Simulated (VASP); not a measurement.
# LiH (Fm-3m) in VASP: a series of runs, part 2 of 2

VASP 6.6.1. Earlier steps stand in the parts before.

## (3) G0W0 quasiparticle levels, PBE

Contents of POSCAR:

```
LiH
1.0
    0.0000000000      1.9984726947      1.9984726947
    1.9984726947      0.0000000000      1.9984726947
    1.9984726947      1.9984726947      0.0000000000
Li H
1 1
Direct
    0.0000000000      0.0000000000      0.0000000000
    0.5000000000      0.5000000000      0.5000000000
```

Contents of INCAR.step1:

```
PREC = Accurate ; ENCUT = 500
EDIFF = 1E-8 ; ISMEAR = 0
SIGMA = 0.01 ; LREAL = False
LASPH = True ; NELM = 100
ALGO = Normal ; LWAVE = True
LCHARG = False ; GGA = PE
```

Contents of INCAR.step2:

```
PREC = Accurate ; ENCUT = 500
EDIFF = 1E-8 ; ISMEAR = 0
SIGMA = 0.01 ; LREAL = False
LASPH = True ; NELM = 1
ALGO = Exact ; LWAVE = True
LCHARG = False ; GGA = PE
NBANDS = 88 ; LOPTICS = True
ISTART = 1
```

Contents of INCAR.step3:

```
PREC = Accurate ; ENCUT = 500
EDIFF = 1E-8 ; ISMEAR = 0
SIGMA = 0.01 ; LREAL = False
LASPH = True ; ALGO = EVGW0
LWAVE = False ; LCHARG = False
GGA = PE ; NELMGW = 1
NBANDS = 88 ; ENCUTGW = 180.0
NOMEGA = 48 ; PRECFOCK = Fast
ISTART = 1 ; NBANDSGW = 9
```

Contents of KPOINTS:

```
regular mesh
0
Gamma
  8 8 8
```

Potentials or basis: VASP PAW PBE potentials, release 64 (Li_GW, H_GW).

Started as:

```sh
cat potpaw_PBE.64/Li_GW/POTCAR potpaw_PBE.64/H_GW/POTCAR > POTCAR
cp INCAR.step1 INCAR
mpirun -np 1 vasp_std > vasp.out
cp INCAR.step2 INCAR
mpirun -np 1 vasp_std > vasp.out
cp INCAR.step3 INCAR
mpirun -np 1 vasp_std > vasp.out
```

OUTCAR:

```text
PREC = Accurate
   ENCUT = 500
   EDIFF = 1E-8
   ISMEAR = 0
   LREAL = False
   LASPH = True
   GGA = PE
   NELMGW = 1
   ENCUTGW = 180.0
   PRECFOCK = Fast
   ISTART = 1

 ion  position               nearest neighbor table
   1  0.000  0.000  0.000-   2 2.00   2 2.00   2 2.00   2 2.00   2 2.00   2 2.00
   2  0.500  0.500  0.500-   1 2.00   1 2.00   1 2.00   1 2.00   1 2.00   1 2.00

  LATTYP: Found a face centered cubic cell.
 ALAT       =     3.9969453894

  Lattice vectors:

 A1 = (   0.0000000000,   1.9984726947,   1.9984726947)
 A2 = (   1.9984726947,   0.0000000000,   1.9984726947)
 A3 = (   1.9984726947,   1.9984726947,   0.0000000000)

Analysis of symmetry for initial positions (statically):
=====================================================================
 Subroutine PRICEL returns:
 Original cell was already a primitive cell.

 Routine SETGRP: Setting up the symmetry group for a
 face centered cubic supercell.

 Subroutine GETGRP returns: Found 48 space group operations
 (whereof 48 operations were pure point group operations)
 out of a pool of 48 trial point group operations.

The static configuration has the point symmetry O_h .

Analysis of symmetry for dynamics (positions and initial velocities):
=====================================================================
 Subroutine PRICEL returns:
 Original cell was already a primitive cell.

 Routine SETGRP: Setting up the symmetry group for a
 face centered cubic supercell.

 Subroutine GETGRP returns: Found 48 space group operations
 (whereof 48 operations were pure point group operations)
 out of a pool of 48 trial point group operations.
[... 108 lines left out ...]
   ISYM   =      3    0-nonsym 1-usesym 2-fastsym
   POTIM  = 0.5000    time-step for ionic-motion
   TEBEG  =    0.0;   TEEND  =   0.0 temperature during run
   PSTRESS=    0.0 pullay stress
   NELECT =       2.0000    total number of electrons
   NUPDOWN=      -1.0000    fix difference up-down
   EMIN   =  10.00;   EMAX   =-10.00  energy-range for DOS
   EFERMI =   0.00;   METHOD = LEGACY
   ISMEAR =     0;   SIGMA  =   0.01  broadening in eV -4-tet -1-fermi 0-gaus
   EFERMI_NEDOS =   21; number of points for ismear=-14 and -15
   IALGO  =     38    algorithm
   IMIX   =      4    mixing-type and parameters
     AMIX     =   0.40;   BMIX     =  1.00
     AMIX_MAG =   1.60;   BMIX_MAG =  1.00
  volume/ion in A,a.u.               =       7.98        53.86
  Fermi-wavevector in a.u.,A,eV,Ry     =   0.819175  1.548016  9.130155  0.671047
  Thomas-Fermi vector in A             =   1.929933
   LORBIT       =      0    0 simple, 1 ext, 2 COOP (PROOUT), +10 PAW based schemes
   GGA     = PE    functional components
   LHFCALC =     T    Hartree Fock is set to
   PRECFOCK=fast      Normal, Fast or Accurate (Low or Medium for compatibility)
   ENCUT4O =  -1.0   cutoff for four orbital integrals eV
   NKREDX  =     1    reduce k-point grid by
   NKREDY  =     1    reduce k-point grid by
   NKREDZ  =     1    reduce k-point grid by
   AEXX    =    1.0000 exact exchange contribution
   HFSCREEN=    0.0000 screening length (either q_TF or 0.3 A-1)
   HFSCREENC=   0.0000 screening length for correlation (either q_TF or 0.3 A-1)
   ENCUTFOCK=  -1.0 apply spherical cutoff to Coloumb kernel
   IVDW    =     0    specifies the selected vdW correction
   LEPSILON=     F    determine dielectric tensor
   LRPA    =     F    only Hartree local field effects (RPA)
   LRPAFORCE           =     F    calculate RPA forces
   ENCUTGW             = 180.0    cutoff for response function in eV
   ENCUTGWSOFT         = 144.0    soft cutoff for Coulomb kernel in GW response function in eV
   ENCUTLF             =  -1.0    cutoff for local field effects
   NELMGW              =     1    number of iterations in solving QP/BSE equation
   NELMHF              =     1    number of iterations in the inner HF iteration
   NKREDLFX            =     1    NKREDLFY  =   1   NKREDLFZ  =   1
 non-spin polarized calculation
 Gauss-broadening in eV      SIGMA  =   0.01
  energy-cutoff  :      500.00
  volume of cell :       15.96
 maximum number of plane-waves:       416
 NGX is ok and might be reduce to    24
  NGX = 14; NGY = 14; NGZ = 14
   NGX = 11   NGY = 11   NGZ = 11
 maximum number of plane-waves:        94
 NGX is ok and might be reduce to    14

 QP shifts <psi_nk| G(iteration)W_0 |psi_nk>: iteration 1
 for sc-GW calculations column KS-energies equals QP-energies in previous step
 and V_xc(KS)=  KS-energies - (<T + V_ion + V_H > + <T+V_H+V_ion>^1  + <V_x>^1)

 k-point   1 :       0.0000    0.0000    0.0000
  band No.  KS-energies  QP-energies   sigma(KS)   V_xc(KS)     V^pw_x(r,r')   Z            occupation Imag(sigma)

      1      -8.1370      -9.6591     -11.6409      -9.3636     -15.2196       0.6684       2.0000       0.2005
      2      13.5601      14.1083     -10.5233     -11.3131      -4.1572       0.6942       0.0000      -0.9619
      3      15.3479      16.3696      -6.6065      -7.9779      -1.3830       0.7450       0.0000      -0.5570
      4      15.3479      16.3696      -6.6065      -7.9779      -1.3830       0.7450       0.0000      -0.5570
      5      15.3479      16.3696      -6.6065      -7.9779      -1.3830       0.7450       0.0000      -0.5570
      6      20.0857      20.5525      -6.7815      -7.2808      -1.1060       0.9348       0.0000      -2.1698
      7      20.0857      20.5525      -6.7815      -7.2808      -1.1060       0.9348       0.0000      -2.1698
      8      20.0857      20.5525      -6.7815      -7.2808      -1.1060       0.9348       0.0000      -2.1698
      9      21.7385      22.3524      -6.0751      -6.7865      -0.8235       0.8630       0.0000      -1.8734
[... 290 lines left out ...]
      1      -4.3732      -5.7908     -12.2156     -10.2984     -14.1772       0.7394       2.0000       0.0628
      2       2.4498       3.0482      -6.7249      -7.4893      -3.0251       0.7828       0.0000      -0.0970
      3       6.2490       6.8887      -7.6550      -8.5134      -3.2008       0.7452       0.0000      -0.1689
      4      10.7254      11.3688      -6.8342      -7.6939      -1.7963       0.7483       0.0000      -0.4278
      5      13.8794      14.6591      -7.1743      -8.2349      -1.6552       0.7352       0.0000      -0.7042
      6      20.5800      21.3558      -7.0685      -7.9695      -1.4784       0.8610       0.0000      -1.8614
      7      23.6494      24.6828      -7.1718      -8.3630      -1.3994       0.8675       0.0000      -2.1917
      8      24.8673      26.1508      -6.2016      -7.6707      -0.8883       0.8736       0.0000      -1.9298
      9      26.1162      27.6427      -6.4841      -8.1822      -1.3158       0.8989       0.0000      -2.1567

 [... further k-points ...]
```

Run time: 11 min. Hardware: 1 thread of Intel Xeon Platinum 8488C (Sapphire Rapids), shared host; peak memory 0.68 GiB.

Results:

```yaml
Band_gap_on_the_k_mesh_mean-field_level: 2.98 eV, direct
Quasiparticle_gap: 4.99 eV
Least_direct_quasiparticle_gap: 4.99 eV
```

Caveat: bands, screening cutoff and mesh are small and nothing is extrapolated, so the quasiparticle values aren't converged.

## (4) G0W0 quasiparticle levels, r2SCAN

POSCAR is that of step 3.

Contents of INCAR.step1:

```
SYSTEM = LiH
PREC = Accurate
ENCUT = 500
EDIFF = 1E-8
ISMEAR = 0
SIGMA = 0.01
LREAL = .FALSE.
LASPH = .TRUE.
NELM = 100
ALGO = Normal
LWAVE = .TRUE.
LCHARG = .FALSE.
METAGGA = R2SCAN
LMIXTAU = .TRUE.
```

Contents of INCAR.step2:

```
SYSTEM = LiH
PREC = Accurate
ENCUT = 500
EDIFF = 1E-8
ISMEAR = 0
SIGMA = 0.01
LREAL = .FALSE.
LASPH = .TRUE.
NELM = 1
ALGO = Exact
LWAVE = .TRUE.
LCHARG = .FALSE.
METAGGA = R2SCAN
LMIXTAU = .TRUE.
NBANDS = 88
LOPTICS = .TRUE.
ISTART = 1
```

Contents of INCAR.step3:

```
SYSTEM = LiH
PREC = Accurate
ENCUT = 500
EDIFF = 1E-8
ISMEAR = 0
SIGMA = 0.01
LREAL = .FALSE.
LASPH = .TRUE.
ALGO = EVGW0
LWAVE = .FALSE.
LCHARG = .FALSE.
METAGGA = R2SCAN
LMIXTAU = .TRUE.
NELMGW = 1
NBANDS = 88
ENCUTGW = 180.0
NOMEGA = 48
PRECFOCK = Fast
ISTART = 1
NBANDSGW = 9
```

Contents of KPOINTS:

```
Automatic mesh
0
G
  8 8 8
  0 0 0
```

Potentials or basis: VASP PAW PBE potentials, release 64 (Li_GW, H_GW).

Started as:

```sh
cat potpaw_PBE.64/Li_GW/POTCAR potpaw_PBE.64/H_GW/POTCAR > POTCAR
cp INCAR.step1 INCAR
mpirun -np 1 vasp_std > vasp.out
cp INCAR.step2 INCAR
mpirun -np 1 vasp_std > vasp.out
cp INCAR.step3 INCAR
mpirun -np 1 vasp_std > vasp.out
```

OUTCAR:

```text
SYSTEM = LiH
   PREC = Accurate
   ENCUT = 500
   EDIFF = 1E-8
   ISMEAR = 0
   LREAL = .FALSE.
   LASPH = .TRUE.
   METAGGA = R2SCAN
   NELMGW = 1
   ENCUTGW = 180.0
   PRECFOCK = Fast
   ISTART = 1

 ion  position               nearest neighbor table
   1  0.000  0.000  0.000-   2 2.00   2 2.00   2 2.00   2 2.00   2 2.00   2 2.00
   2  0.500  0.500  0.500-   1 2.00   1 2.00   1 2.00   1 2.00   1 2.00   1 2.00

  LATTYP: Found a face centered cubic cell.
 ALAT       =     3.9969453894

  Lattice vectors:

 A1 = (   0.0000000000,   1.9984726947,   1.9984726947)
 A2 = (   1.9984726947,   0.0000000000,   1.9984726947)
 A3 = (   1.9984726947,   1.9984726947,   0.0000000000)

Analysis of symmetry for initial positions (statically):
=====================================================================
 Subroutine PRICEL returns:
 Original cell was already a primitive cell.

 Routine SETGRP: Setting up the symmetry group for a
 face centered cubic supercell.

 Subroutine GETGRP returns: Found 48 space group operations
 (whereof 48 operations were pure point group operations)
 out of a pool of 48 trial point group operations.

The static configuration has the point symmetry O_h .

Analysis of symmetry for dynamics (positions and initial velocities):
=====================================================================
 Subroutine PRICEL returns:
 Original cell was already a primitive cell.

 Routine SETGRP: Setting up the symmetry group for a
 face centered cubic supercell.

 Subroutine GETGRP returns: Found 48 space group operations
 (whereof 48 operations were pure point group operations)
 out of a pool of 48 trial point group operations.
[... 108 lines left out ...]
   ISYM   =      3    0-nonsym 1-usesym 2-fastsym
   POTIM  = 0.5000    time-step for ionic-motion
   TEBEG  =    0.0;   TEEND  =   0.0 temperature during run
   PSTRESS=    0.0 pullay stress
   NELECT =       2.0000    total number of electrons
   NUPDOWN=      -1.0000    fix difference up-down
   EMIN   =  10.00;   EMAX   =-10.00  energy-range for DOS
   EFERMI =   0.00;   METHOD = LEGACY
   ISMEAR =     0;   SIGMA  =   0.01  broadening in eV -4-tet -1-fermi 0-gaus
   EFERMI_NEDOS =   21; number of points for ismear=-14 and -15
   IALGO  =     38    algorithm
   IMIX   =      4    mixing-type and parameters
     AMIX     =   0.40;   BMIX     =  1.00
     AMIX_MAG =   1.60;   BMIX_MAG =  1.00
  volume/ion in A,a.u.               =       7.98        53.86
  Fermi-wavevector in a.u.,A,eV,Ry     =   0.819175  1.548016  9.130155  0.671047
  Thomas-Fermi vector in A             =   1.929933
   LORBIT       =      0    0 simple, 1 ext, 2 COOP (PROOUT), +10 PAW based schemes
   METAGGA = R2SCAN    functional components
   LHFCALC =     T    Hartree Fock is set to
   PRECFOCK=fast      Normal, Fast or Accurate (Low or Medium for compatibility)
   ENCUT4O =  -1.0   cutoff for four orbital integrals eV
   NKREDX  =     1    reduce k-point grid by
   NKREDY  =     1    reduce k-point grid by
   NKREDZ  =     1    reduce k-point grid by
   AEXX    =    1.0000 exact exchange contribution
   HFSCREEN=    0.0000 screening length (either q_TF or 0.3 A-1)
   HFSCREENC=   0.0000 screening length for correlation (either q_TF or 0.3 A-1)
   ENCUTFOCK=  -1.0 apply spherical cutoff to Coloumb kernel
   IVDW    =     0    specifies the selected vdW correction
   LEPSILON=     F    determine dielectric tensor
   LRPA    =     F    only Hartree local field effects (RPA)
   LRPAFORCE           =     F    calculate RPA forces
   ENCUTGW             = 180.0    cutoff for response function in eV
   ENCUTGWSOFT         = 144.0    soft cutoff for Coulomb kernel in GW response function in eV
   ENCUTLF             =  -1.0    cutoff for local field effects
   NELMGW              =     1    number of iterations in solving QP/BSE equation
   NELMHF              =     1    number of iterations in the inner HF iteration
   NKREDLFX            =     1    NKREDLFY  =   1   NKREDLFZ  =   1
 non-spin polarized calculation
 Gauss-broadening in eV      SIGMA  =   0.01
  energy-cutoff  :      500.00
  volume of cell :       15.96
 maximum number of plane-waves:       416
 NGX is ok and might be reduce to    24
  NGX = 14; NGY = 14; NGZ = 14
   NGX = 11   NGY = 11   NGZ = 11
 maximum number of plane-waves:        94
 NGX is ok and might be reduce to    14

 QP shifts <psi_nk| G(iteration)W_0 |psi_nk>: iteration 1
 for sc-GW calculations column KS-energies equals QP-energies in previous step
 and V_xc(KS)=  KS-energies - (<T + V_ion + V_H > + <T+V_H+V_ion>^1  + <V_x>^1)

 k-point   1 :       0.0000    0.0000    0.0000
  band No.  KS-energies  QP-energies   sigma(KS)   V_xc(KS)     V^pw_x(r,r')   Z            occupation Imag(sigma)

      1      -8.5104      -9.9701     -11.9654      -9.8577     -15.3150       0.6926       2.0000       0.1586
      2      14.6790      14.7335     -10.2063     -10.2803      -4.1671       0.7358       0.0000      -0.9426
      3      16.3148      16.8244      -6.4189      -7.0849      -1.4508       0.7651       0.0000      -0.5250
      4      16.3148      16.8244      -6.4189      -7.0849      -1.4508       0.7651       0.0000      -0.5250
      5      16.3148      16.8244      -6.4189      -7.0849      -1.4508       0.7651       0.0000      -0.5250
      6      21.1254      20.8121      -6.5703      -6.2347      -1.0884       0.9333       0.0000      -2.0538
      7      21.1254      20.8121      -6.5703      -6.2347      -1.0884       0.9333       0.0000      -2.0538
      8      21.1254      20.8121      -6.5703      -6.2347      -1.0884       0.9333       0.0000      -2.0538
      9      23.0671      22.7244      -5.8158      -5.4217      -0.7871       0.8698       0.0000      -1.7547
[... 290 lines left out ...]
      1      -4.6282      -5.9942     -12.5185     -10.7275     -14.3965       0.7627       2.0000       0.0471
      2       2.8232       3.3222      -6.5078      -7.1307      -2.9762       0.8012       0.0000      -0.0897
      3       6.7785       7.2403      -7.3493      -7.9534      -3.1256       0.7644       0.0000      -0.1430
      4      11.4425      11.7430      -6.6189      -7.0128      -1.8251       0.7631       0.0000      -0.3867
      5      14.9973      15.1521      -6.9034      -7.1067      -1.6394       0.7617       0.0000      -0.6859
      6      21.5421      21.7000      -6.8313      -7.0143      -1.4690       0.8628       0.0000      -1.7201
      7      24.9147      25.1124      -6.9760      -7.2049      -1.4462       0.8638       0.0000      -2.0239
      8      26.2086      26.5079      -5.9350      -6.2760      -0.8562       0.8779       0.0000      -1.7983
      9      27.2845      27.9272      -6.2330      -6.9445      -1.2682       0.9035       0.0000      -2.0323

 [... further k-points ...]
```

OUTCAR.step2:

```text
SYSTEM = LiH
   PREC = Accurate
   ENCUT = 500
   EDIFF = 1E-8
[... 942 lines left out ...]
  --------------------------------------------------------------------------------------------------------------
     0.00000     3.79332     3.79332     3.79332    -0.00000     0.00000    -0.00000
     2.32936     4.31288     4.31288     4.31288    -0.00000     0.00000    -0.00000
     4.65871     2.50896     2.50896     2.50896    -0.00000     0.00000    -0.00000
     6.98807     3.12241     3.12241     3.12241     0.00000     0.00000    -0.00000
     9.31742    -2.39194    -2.39194    -2.39194    -0.00000    -0.00000     0.00000
    11.64678    -1.49023    -1.49023    -1.49023     0.00000    -0.00000     0.00000
[... 92 lines left out ...]
   228.27686     0.99642     0.99642     0.99642    -0.00000    -0.00000     0.00000
   230.60622     0.99649     0.99649     0.99649    -0.00000    -0.00000     0.00000
```

It took 9.8 min on 1 thread of Intel Xeon Platinum 8488C (Sapphire Rapids), shared host; peak memory 0.68 GiB.

What came out:

* Band gap on the k mesh, mean-field level: 3.62 eV, direct
* Quasiparticle gap: 5.43 eV
* Least direct quasiparticle gap: 5.43 eV

Caveat: bands, screening cutoff and mesh are small and nothing is extrapolated, so the quasiparticle values aren't converged. A k mesh can miss the band edges.
